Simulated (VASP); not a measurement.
# Ti in VASP: single point with LDA

Aim: the single point of Ti with LDA.

Program: VASP 6.6.1. These are calculated values, not measurements. Logs are shortened: lines on timing, memory, paths and dates and some standing lists are left out, and cuts for length are marked.

## 1. The cell of the first run

The cell holds a slab with vacuum, 12 atoms: a = 4.946 Å, b = 4.946 Å, c = 32.702 Å, α = 90.00°, β = 90.00°, γ = 120.00°.

## 2. Single point, LDA

The input, INCAR:

```
SYSTEM = Ti
PREC     = Accurate       ! precision mode
ENCUT    = 400            ! plane-wave cutoff, eV
EDIFF    = 1E-6           ! SCF threshold, eV
ISMEAR   = 1              ! smearing method
SIGMA    = 0.1            ! smearing width, eV
LREAL    = .FALSE.        ! projectors in reciprocal space
LASPH    = .TRUE.         ! aspherical terms in the spheres
NELM     = 120            ! most SCF steps
ALGO     = Normal         ! electronic algorithm
ISIF     = 2              ! what is computed and relaxed
LWAVE    = .FALSE.        ! write WAVECAR
LCHARG   = .FALSE.        ! write CHGCAR
LDIPOL   = .TRUE.       
IDIPOL   = 3            
DIPOL    = 0.5 0.5 0.698
NBANDS   = 84             ! bands
GGA_COMPAT= .FALSE.      
NELMDL   = -8
```

The input, KPOINTS:

```
regular mesh
0
G
  9 9 1
  0 0 0
```

The input, POSCAR:

```
Ti
1.0
    2.4731576906      4.2836347751      0.0000000000
   -4.9463153811      0.0000000000      0.0000000000
    0.0000000000      0.0000000000     32.7020294263
Ti
12
Direct
    1.0000000000      1.0000000000      0.6076247959
    0.6666666667      0.3333333333      0.5911187041
    0.3333333333      0.6666666667      0.5894040392
    0.6088077798      0.6127923252      0.6639303257
    0.3872076748      0.9960154546      0.6639303257
    1.0039845454      0.3911922202      0.6639303257
    1.0000000000      1.0000000000      0.7275380918
    0.6666666667      0.3333333333      0.7377510832
    0.3333333333      0.6666666667      0.7373429603
    0.6833118490      0.6848387895      0.7996141343
    0.3151612105      0.9984730595      0.7996141343
    1.0015269405      0.3166881510      0.7996141343
```

Potentials or basis: VASP PAW LDA potentials, release 64 (Ti_sv).

Command:

```console
> cat potpaw_LDA.64/Ti_sv/POTCAR > POTCAR
> mpirun -np 1 vasp_std > vasp.out
```

OUTCAR:

```text
SYSTEM = Ti
   PREC = Accurate
   ENCUT = 400
   EDIFF = 1E-6
   ISMEAR = 1
   LREAL = .FALSE.
   LASPH = .TRUE.
   NELM = 120
   ISIF = 2
   NELMDL = -8

 ion  position               nearest neighbor table
   1  0.000  0.000  0.608-   4 2.66   5 2.66   6 2.66   2 2.91   2 2.91   2 2.91   3 2.92   3 2.92
                             3 2.92
   2  0.667  0.333  0.591-   6 2.84   5 2.84   4 2.84   3 2.86   3 2.86   3 2.86   1 2.91   1 2.91
                             1 2.91
   3  0.333  0.667  0.589-   2 2.86   2 2.86   2 2.86   5 2.87   6 2.87   4 2.87   1 2.92   1 2.92
                             1 2.92
   4  0.609  0.613  0.664-   6 2.62   5 2.62   1 2.66   5 2.68   6 2.68   7 2.83   9 2.84   2 2.84
                             8 2.87   3 2.87
   5  0.387  0.996  0.664-   6 2.62   4 2.62   1 2.66   6 2.68   4 2.68   7 2.83   9 2.84   2 2.84
                             8 2.87   3 2.87
   6  0.004  0.391  0.664-   4 2.62   5 2.62   1 2.66   5 2.68   4 2.68   7 2.83   9 2.84   2 2.84
                             8 2.87   3 2.87
   7  0.000  0.000  0.728-  10 2.83  11 2.83  12 2.83   4 2.83   5 2.83   6 2.83   9 2.87   9 2.87
                             9 2.87   8 2.88   8 2.88   8 2.88
   8  0.667  0.333  0.738-  12 2.64  11 2.64  10 2.64   9 2.86   9 2.86   9 2.86   6 2.87   5 2.87
                             4 2.87   7 2.88   7 2.88   7 2.88
   9  0.333  0.667  0.737-  11 2.65  12 2.65  10 2.65   5 2.84   6 2.84   4 2.84   8 2.86   8 2.86
                             8 2.86   7 2.87   7 2.87   7 2.87
  10  0.683  0.685  0.800-   8 2.64   9 2.65  11 2.71  12 2.71   7 2.83
  11  0.315  0.998  0.800-   8 2.64   9 2.65  10 2.71  12 2.71   7 2.83
  12  0.002  0.317  0.800-   8 2.64   9 2.65  10 2.71  11 2.71   7 2.83

  LATTYP: Found a hexagonal cell.
 ALAT       =     4.9463153811
 C/A-ratio  =     6.6113918962

  Lattice vectors:

 A1 = (   2.4731576906,   4.2836347751,   0.0000000000)
 A2 = (  -4.9463153811,   0.0000000000,   0.0000000000)
 A3 = (   0.0000000000,   0.0000000000,  32.7020294263)

Analysis of symmetry for initial positions (statically):
=====================================================================
 Subroutine PRICEL returns:
 Original cell was already a primitive cell.

 Routine SETGRP: Setting up the symmetry group for a
 hexagonal supercell.

 Subroutine GETGRP returns: Found  3 space group operations
 (whereof  3 operations were pure point group operations)
 out of a pool of 24 trial point group operations.

[... 141 lines left out ...]
   IALGO  =     38    algorithm
   IMIX   =      4    mixing-type and parameters
     AMIX     =   0.40;   BMIX     =  1.00
     AMIX_MAG =   1.60;   BMIX_MAG =  1.00
  volume/ion in A,a.u.               =      57.74       389.66
  Fermi-wavevector in a.u.,A,eV,Ry     =   0.969704  1.832476 12.793919  0.940327
  Thomas-Fermi vector in A             =   2.099779
   LORBIT       =      0    0 simple, 1 ext, 2 COOP (PROOUT), +10 PAW based schemes
   GGA     = CA    functional components
   LHFCALC =     F    Hartree Fock is set to
   AEXX    =    0.0000 exact exchange contribution
   IVDW    =     0    specifies the selected vdW correction
   LEPSILON=     F    determine dielectric tensor
   LRPA    =     F    only Hartree local field effects (RPA)
 non-spin polarized calculation
 Methfessel and Paxton  Order N= 1 SIGMA  =   0.10
  energy-cutoff  :      400.00
  volume of cell :      692.90
 maximum number of plane-waves:     12630
   NGX = 17   NGY = 17   NGZ =107

 dipolmoment           0.000000      0.000000     -0.187308 electrons x Angstroem

 number of electron     144.0000026 magnetization

 dipolmoment           0.000000      0.000000      0.037480 electrons x Angstroem

 Free energy of the ion-electron system (eV)
  ---------------------------------------------------
  ext. energy  EPLUGINS =         0.00000000
  ---------------------------------------------------
  free energy    TOTEN  =       -96.40642144 eV

  energy without entropy =      -96.40262613  energy(sigma->0) =      -96.40515633

 E-fermi :  -0.7189     XC(G=0):  -4.0632

 val. band max:       -0.7204831540   @ k =   0.3333   0.1111   0.0000
 cond. band min:      -0.7149040890   @ k =   0.1111   0.0000   0.0000
 fundamental gap:      0.0055790650
 Fermi energy:        -0.7189260535

 k-point     1 :       0.0000    0.0000    0.0000
  band No.  band energies     occupation
      1     -56.8725      2.00000
      2     -56.7798      2.00000
      3     -56.7512      2.00000
      4     -56.5966      2.00000
      5     -56.5966      2.00000
      6     -56.5457      2.00000
[... 1294 lines left out ...]
     83       0.2819     -0.00000
     84       0.5904     -0.00000

------------------------ aborting loop because EDIFF is reached ----------------------------------------

 vacuum level on the upper side and lower side of the slab       (xc-potential included)         0.152        -0.162

  FORCE on cell =-STRESS in cart. coord.  units (eV):
  Direction    XX          YY          ZZ          XY          YZ          ZX
  --------------------------------------------------------------------------------------
  -------------------------------------------------------------------------------------
  Total       -5.0849023     -5.0849023     -2.9682615     -0.0000002      0.0000000      0.0000000
  in kB      -11.7577508    -11.7577508     -6.8634709     -0.0000004      0.0000000      0.0000000
  external PRESSURE =     -10.1263242 kB  Pullay stress =       0.0000000 kB

 VOLUME and BASIS-vectors are now :
 -----------------------------------------------------------------------------
  energy-cutoff  :      400.00
  volume of cell :      692.90
      direct lattice vectors                 reciprocal lattice vectors
     2.473157691  4.283634775  0.000000000     0.000000000  0.233446606  0.000000000
    -4.946315381  0.000000000  0.000000000    -0.202170691  0.116723303  0.000000000
     0.000000000  0.000000000 32.702029426     0.000000000  0.000000000  0.030579142

 POSITION                                       TOTAL-FORCE (eV/Angst)
 -----------------------------------------------------------------------------------
      0.00000      0.00000     19.87056         0.000000      0.000000     -0.427928
      0.00000      2.85576     19.33078         0.000000      0.000000      0.532702
     -2.47316      1.42788     19.27471         0.000000      0.000000      0.540282
     -1.52539      2.60791     21.71187         0.098515      0.209198     -0.227065
     -3.96898      1.65866     21.71187        -0.230429     -0.019283     -0.227065
     -1.92511      0.01707     21.71187         0.131914     -0.189916     -0.227065
      0.00000      0.00000     23.79197         0.000000      0.000000      0.073238
      0.00000      2.85576     24.12596         0.000000      0.000000     -0.023463
     -2.47316      1.42788     24.11261         0.000000      0.000000     -0.014864
     -1.69749      2.92706     26.14900        -0.000894     -0.003782      0.000409
     -4.15932      1.35004     26.14900         0.003722      0.001117      0.000409
     -1.56266      0.00654     26.14900        -0.002828      0.002665      0.000409
 -----------------------------------------------------------------------------------
    total drift:                               -0.000001      0.000004     -0.000876

  FREE ENERGIE OF THE ION-ELECTRON SYSTEM (eV)
  ---------------------------------------------------
  free  energy   TOTEN  =       -96.4064214367 eV

  energy  without entropy=      -96.4026261260  energy(sigma->0) =      -96.40515633

 vacuum level on the upper side and lower side of the slab         3.976         3.656
```

OSZICAR:

```text
N       E                     dE             d eps       ncg     rms          rms(c)
DAV:   1     0.160841094162E+04    0.16084E+04   -0.72143E+04  3280   0.141E+03
DAV:   2     0.132180438808E+03   -0.14762E+04   -0.14445E+04  2692   0.499E+02
DAV:   3    -0.670482348888E+02   -0.19923E+03   -0.19398E+03  4064   0.161E+02
[... 43 lines left out ...]
DAV:  47    -0.964064174123E+02   -0.38978E-05   -0.33057E-07  1496   0.252E-03    0.213E-03
DAV:  48    -0.964064186231E+02   -0.12108E-05   -0.22878E-07  1464   0.300E-03    0.814E-04
DAV:  49    -0.964064196933E+02   -0.10702E-05   -0.89875E-08  1464   0.146E-03    0.837E-04
DAV:  50    -0.964064208186E+02   -0.11253E-05   -0.73336E-08  1464   0.124E-03    0.957E-04
DAV:  51    -0.964064214367E+02   -0.61803E-06   -0.51211E-08  1464   0.155E-03
   1 F= -.96406421E+02 E0= -.96405156E+02  d E =-.379531E-02
```

It took 43 min on 1 thread of Intel Xeon Platinum 8259CL at 2.50GHz (Skylake/Cascade Lake), shared host; peak memory 0.62 GiB.

Results:

- Free energy: -96.4064 eV
- Largest force: 0.540 eV/Å
- Band gap on the k mesh: zero (bands 72 and 73 overlap by 0.19 eV)

Forces in eV/Å, atoms in the order of the input:
```
Ti   0.000  0.000 -0.428
Ti   0.000  0.000  0.533
Ti   0.000  0.000  0.540
Ti   0.099  0.209 -0.227
Ti  -0.230 -0.019 -0.227
Ti   0.132 -0.190 -0.227
Ti   0.000  0.000  0.073
Ti   0.000  0.000 -0.023
Ti   0.000  0.000 -0.015
Ti  -0.001 -0.004  0.000
Ti   0.004  0.001  0.000
Ti  -0.003  0.003  0.000
```
